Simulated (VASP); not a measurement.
# LiH3 (P6_3/mmc) in VASP: relaxation of cell and atoms with PBE

Aim: the relaxation of cell and atoms of LiH3 with PBE.

Program: VASP 6.6.1. These are calculated values, not measurements. Logs are shortened: lines on timing, memory, paths and dates and some standing lists are left out, and cuts for length are marked.

### Step 1. The cell of the first run

Symmetry: P6_3/mmc, No. 194, hexagonal system. The conventional cell has a = 5.787 Å, b = 5.787 Å, c = 2.560 Å, α = 90.00°, β = 90.00°, γ = 120.00°. Within 2.4 Å of Li (site symmetry -6m2) lie 9 H at 1.79 to 2.01 Å. H (site symmetry mm2) has 2 H at 1.30 Å within 1.7 Å.

The cell was generated, and may not be a known phase.

### Step 2. Relaxation of cell and atoms, PBE

INCAR reads:

```
  ALGO = Normal
  EDIFF = 1E-7
  EDIFFG = -0.04
  ENCUT = 1230
  GGA = PE
  GGA_COMPAT = False
  IBRION = 2
  ISIF = 3
  ISMEAR = 0
  LASPH = True
  LCHARG = False
  LREAL = False
  LWAVE = False
  NELM = 120
  NELMIN = 4
  NSW = 90
  PREC = Accurate
  SIGMA = 0.1
```

KPOINTS reads:

```
k-points
0
Gamma
  3 3 6
```

POSCAR reads:

```
LiH3
1.0
    5.7866780257      0.0000000000      0.0000000000
   -2.8933390128      5.0114101737      0.0000000000
    0.0000000000      0.0000000000      2.5596579074
Li H
2 6
Direct
    0.3333333333      0.6666666667      0.7500000000
    0.6666666667      0.3333333333      0.2500000000
    0.4878072364      0.5121927636      0.2500000000
    0.0243855272      0.5121927636      0.2500000000
    0.4878072364      0.9756144728      0.2500000000
    0.5121927636      0.0243855272      0.7500000000
    0.5121927636      0.4878072364      0.7500000000
    0.9756144728      0.4878072364      0.7500000000
```

Potentials or basis: VASP PAW PBE potentials, release 64 (Li_sv, H_h).

Started as:

```console
$ cat potpaw_PBE.64/Li_sv/POTCAR potpaw_PBE.64/H_h/POTCAR > POTCAR
$ mpirun -np 1 vasp_std > vasp.out
```

OUTCAR:

```text
EDIFF = 1E-7
   EDIFFG = -0.04
   ENCUT = 1230
   GGA = PE
   IBRION = 2
   ISIF = 3
   ISMEAR = 0
   LASPH = True
   LREAL = False
   NELM = 120
   NELMIN = 4
   NSW = 90
   PREC = Accurate

 ion  position               nearest neighbor table
   1  0.333  0.667  0.750-
   2  0.667  0.333  0.250-
   3  0.488  0.512  0.250-
   4  0.024  0.512  0.250-
   5  0.488  0.976  0.250-
   6  0.512  0.024  0.750-
   7  0.512  0.488  0.750-
   8  0.976  0.488  0.750-

  LATTYP: Found a hexagonal cell.
 ALAT       =     5.7866780257
 C/A-ratio  =     0.4423363277

  Lattice vectors:

 A1 = (   5.7866780257,   0.0000000000,   0.0000000000)
 A2 = (  -2.8933390128,   5.0114101737,   0.0000000000)
 A3 = (   0.0000000000,   0.0000000000,   2.5596579074)

Analysis of symmetry for initial positions (statically):
=====================================================================
 Subroutine PRICEL returns:
 Original cell was already a primitive cell.

 Routine SETGRP: Setting up the symmetry group for a
 hexagonal supercell.

 Subroutine GETGRP returns: Found 24 space group operations
 (whereof 12 operations were pure point group operations)
 out of a pool of 24 trial point group operations.

The static configuration has the point symmetry D_3d.
 The point group associated with its full space group is D_6h.

Analysis of symmetry for dynamics (positions and initial velocities):
=====================================================================
 Subroutine PRICEL returns:
 Original cell was already a primitive cell.

 Routine SETGRP: Setting up the symmetry group for a
 hexagonal supercell.

 Subroutine GETGRP returns: Found 24 space group operations
 (whereof 12 operations were pure point group operations)
 out of a pool of 24 trial point group operations.

The dynamic configuration has the point symmetry D_3d.
 The point group associated with its full space group is D_6h.

 Subroutine INISYM returns: Found 24 space group operations
 (whereof 12 operations are pure point group operations),
 and found     1 'primitive' translations

----------------------------------------------------------------------------------------

                                     Primitive cell

  volume of cell :      74.2286

  direct lattice vectors                    reciprocal lattice vectors
     5.786678026  0.000000000  0.000000000     0.172810721  0.099772316  0.000000000
    -2.893339013  5.011410174  0.000000000     0.000000000  0.199544632  0.000000000
     0.000000000  0.000000000  2.559657907     0.000000000  0.000000000  0.390677206

  length of vectors
     5.786678026  5.786678026  2.559657907     0.199544632  0.199544632  0.390677206

  position of ions in fractional coordinates (direct lattice)
     0.333333333  0.666666667  0.750000000
     0.666666667  0.333333333  0.250000000
     0.487807236  0.512192764  0.250000000
     0.024385527  0.512192764  0.250000000
     0.487807236  0.975614473  0.250000000
     0.512192764  0.024385527  0.750000000
     0.512192764  0.487807236  0.750000000
     0.975614473  0.487807236  0.750000000

  ion indices of the primitive-cell ions
   primitive index   ion index
                 1           1
                 2           2
                 3           3
                 4           4
                 5           5
                 6           6
                 7           7
                 8           8

----------------------------------------------------------------------------------------

 KPOINTS: k-points

Automatic generation of k-mesh.
 Grid dimensions read from file:
 generate k-points for:    3    3    6

 Generating k-lattice:

  Cartesian coordinates                     Fractional coordinates (reciprocal lattice)
     0.057603574  0.033257439  0.000000000     0.333333333  0.000000000  0.000000000
     0.000000000  0.066514877  0.000000000     0.000000000  0.333333333  0.000000000
     0.000000000  0.000000000  0.065112868     0.000000000  0.000000000  0.166666667

  Length of vectors
     0.066514877  0.066514877  0.065112868

  Shift w.r.t. Gamma in fractional coordinates (k-lattice)
     0.000000000  0.000000000  0.000000000

 Subroutine IBZKPT returns following result:
 ===========================================

 Found     12 irreducible k-points:

 Following reciprocal coordinates:
            Coordinates               Weight
  0.000000  0.000000  0.000000      1.000000
  0.333333  0.000000  0.000000      6.000000
  0.333333  0.333333  0.000000      2.000000
  0.000000  0.000000  0.166667      2.000000
  0.333333  0.000000  0.166667     12.000000
  0.333333  0.333333  0.166667      4.000000
  0.000000  0.000000  0.333333      2.000000
  0.333333  0.000000  0.333333     12.000000
  0.333333  0.333333  0.333333      4.000000
  0.000000  0.000000  0.500000      1.000000
  0.333333  0.000000  0.500000      6.000000
  0.333333  0.333333  0.500000      2.000000
   k-points           NKPTS =     12   k-points in BZ     NKDIM =     12   number of bands    NBANDS=     11
   number of dos      NEDOS =    301   number of ions     NIONS =      8
   total plane-waves  NPLWV = 147000
   dimension x,y,z NGX =    70 NGY =   70 NGZ =   30
   dimension x,y,z NGXF=   140 NGYF=  140 NGZF=   60
   ions per type =               2   6
   NGX,Y,Z   is equivalent  to a cutoff of  20.11, 20.11, 19.48 a.u.
   NGXF,Y,Z  is equivalent  to a cutoff of  40.22, 40.22, 38.97 a.u.
 SYSTEM =  unknown system
   PREC   = accura    normal or accurate (medium, high low for compatibility)
   ISTART =      0    job   : 0-new  1-cont  2-samecut
   ICHARG =      2    charge: 1-file 2-atom 10-const
   ISPIN  =      1    spin polarized calculation?
   LNONCOLLINEAR =      F non collinear calculations
   LSORBIT =      F    spin-orbit coupling
   LASPH  =      T    aspherical Exc in radial PAW
   ENCUT  = 1230.0 eV  90.40 Ry    9.51 a.u.  16.55 16.55  7.32*2*pi/ulx,y,z
   NELM   =    120;   NELMIN=  4; NELMDL= -5     # of ELM steps
   EDIFF  = 0.1E-06   stopping-criterion for ELM
   LREAL  =      F    real-space projection
   EDIFFG = -.4E-01   stopping-criterion for IOM
   NSW    =     90    number of steps for IOM
   IBRION =      2    ionic relax: 0-MD 1-quasi-New 2-CG
   NFREE  =      1    steps in history (QN), initial steepest desc. (CG)
   ISIF   =      3    stress and relaxation
   ISYM   =      2    0-nonsym 1-usesym 2-fastsym
   POTIM  = 0.5000    time-step for ionic-motion
   TEBEG  =    0.0;   TEEND  =   0.0 temperature during run
   PSTRESS=    0.0 pullay stress
   NELECT =      12.0000    total number of electrons
   NUPDOWN=      -1.0000    fix difference up-down
   EMIN   =  10.00;   EMAX   =-10.00  energy-range for DOS
   EFERMI =   0.00;   METHOD = LEGACY
   ISMEAR =     0;   SIGMA  =   0.10  broadening in eV -4-tet -1-fermi 0-gaus
   EFERMI_NEDOS =   21; number of points for ismear=-14 and -15
   IALGO  =     38    algorithm
   IMIX   =      4    mixing-type and parameters
     AMIX     =   0.40;   BMIX     =  1.00
     AMIX_MAG =   1.60;   BMIX_MAG =  1.00
  volume/ion in A,a.u.               =       9.28        62.61
  Fermi-wavevector in a.u.,A,eV,Ry     =   0.891822  1.685299 10.821346  0.795346
  Thomas-Fermi vector in A             =   2.013692
   LORBIT       =      0    0 simple, 1 ext, 2 COOP (PROOUT), +10 PAW based schemes
   GGA     = PE    functional components
   LHFCALC =     F    Hartree Fock is set to
   AEXX    =    0.0000 exact exchange contribution
   IVDW    =     0    specifies the selected vdW correction
   LEPSILON=     F    determine dielectric tensor
   LRPA    =     F    only Hartree local field effects (RPA)
 conjugate gradient relaxation of ions
 non-spin polarized calculation
 Gauss-broadening in eV      SIGMA  =   0.10
  energy-cutoff  :     1230.00
  volume of cell :       74.23
 maximum number of plane-waves:      7308
 NGX is ok and might be reduce to    70
   NGX = 33   NGY = 33   NGZ = 15

--------------------------------------- Ionic step        1  -------------------------------------------

 number of electron      12.0000001 magnetization

 Free energy of the ion-electron system (eV)
  ---------------------------------------------------
  ext. energy  EPLUGINS =         0.00000000
  ---------------------------------------------------
  free energy    TOTEN  =       -21.89123133 eV

  energy without entropy =      -21.87769868  energy(sigma->0) =      -21.88446500

------------------------ aborting loop because EDIFF is reached ----------------------------------------

  FORCE on cell =-STRESS in cart. coord.  units (eV):
  Direction    XX          YY          ZZ          XY          YZ          ZX
  --------------------------------------------------------------------------------------
  -------------------------------------------------------------------------------------
  Total       -0.7850834     -0.7850834      2.4552834     -0.0000000      0.0000000      0.0000000
  in kB      -16.9455308    -16.9455308     52.9957466     -0.0000000      0.0000000      0.0000000
  external PRESSURE =       6.3682283 kB  Pullay stress =       0.0000000 kB
[... 111 lines left out ...]
  energy  without entropy=      -21.9353051515  energy(sigma->0) =      -21.94143666

--------------------------------------- Ionic step        4  -------------------------------------------

 number of electron      12.0000000 magnetization

 Free energy of the ion-electron system (eV)
  ---------------------------------------------------
  ext. energy  EPLUGINS =         0.00000000
  ---------------------------------------------------
  free energy    TOTEN  =       -21.94785850 eV

  energy without entropy =      -21.93559548  energy(sigma->0) =      -21.94172699

 E-fermi :   0.7385     XC(G=0):  -6.6387

 val. band max:        0.0129480331   @ k =   0.3333   0.3333   0.3333
 cond. band min:       0.7534067232   @ k =   0.3333   0.0000   0.3333
 fundamental gap:      0.7404586900
 Fermi energy:         0.7385271882

 k-point     1 :       0.0000    0.0000    0.0000
  band No.  band energies     occupation
      1     -46.5183      2.00000
      2     -46.5128      2.00000
      3      -9.0849      2.00000
      4      -7.6427      2.00000
      5      -7.6427      2.00000
      6       1.5759      0.00000
      7       2.2704      0.00000
      8       2.2704      0.00000
      9       4.5981      0.00000
     10       8.9695      0.00000
     11       8.9695      0.00000
[... 187 lines left out ...]
  FREE ENERGIE OF THE ION-ELECTRON SYSTEM (eV)
  ---------------------------------------------------
  free  energy   TOTEN  =       -21.9478584958 eV

  energy  without entropy=      -21.9355954806  energy(sigma->0) =      -21.94172699

 reached required accuracy - stopping structural energy minimisation
```

Wall time 60 s (1 thread of Intel Xeon 6975P-C (Granite Rapids), shared host); peak memory 0.39 GiB.

What came out:

| Quantity | Value |
| --- | --- |
| Free energy | -21.9479 eV |
| Relaxed volume | 9.39 Å³/atom |
| Relaxed cell | a = 5.719 Å, b = 5.719 Å, c = 2.654 Å, α = 90.00°, β = 90.00°, γ = 120.00° |
| Space group after relaxing (to 0.1 Å) | P6_3/mmc (No. 194) |
| Energy gained by relaxing | 7.1 meV/atom |
| Ionic steps | 4 |
| Pressure after relaxing | -0.5 GPa |
| Largest force after relaxing | 0.018 eV/Å |
| Band gap on the k mesh | zero (bands 6 and 7 overlap by 5.14 eV) |

Forces in eV/Å, atoms in the order of the input:
```
Li   0.000  0.000  0.000
Li   0.000  0.000  0.000
H   -0.016  0.009  0.000
H    0.016  0.009  0.000
H    0.000 -0.018  0.000
H    0.000  0.018  0.000
H    0.016 -0.009  0.000
H   -0.016 -0.009  0.000
```

The path:
```tsv
step	energy change (eV)	largest force (eV/Å)	pressure (GPa)	volume (Å³)
1	0.0000	0.0480	0.64	74.23
2	-0.0364	0.0372	0.15	74.62
3	-0.0563	0.0112	-0.45	75.10
4	-0.0566	0.0181	-0.52	75.16
```

Final structure:
```xyz
8
Lattice="5.7187 0.0000 0.0000 -2.8593 4.9525 0.0000 0.0000 0.0000 2.6537" Properties=species:S:1:pos:R:3 pbc="T T T"
Li    0.0000    3.3017    1.9903
Li    2.8593    1.6508    0.6634
H     1.3300    2.5338    0.6634
H    -1.3300    2.5338    0.6634
H     0.0000    4.8374    0.6634
H     2.8593    0.1151    1.9903
H     1.5293    2.4187    1.9903
H     4.1893    2.4187    1.9903
```

Levels at points of the mesh, in eV from the Fermi level:
| k point | band 3 | band 4 | band 5 | band 6 | band 7 | band 8 |
| --- | --- | --- | --- | --- | --- | --- |
| (0.00, 0.00, 0.00) | -9.82 | -8.38 | -8.38 | 0.84 | 1.53 | 1.53 |
| (0.00, 0.00, 0.50) | -5.28 | -5.28 | -3.25 | -3.25 | -3.25 | -3.25 |

Caveat: the k points lie up to 0.42 Å⁻¹ apart in the final cell, too coarse for converged energies and pressures of a metal.

The gap in the log of VASP goes by the Fermi energy; the results here count the filled bands.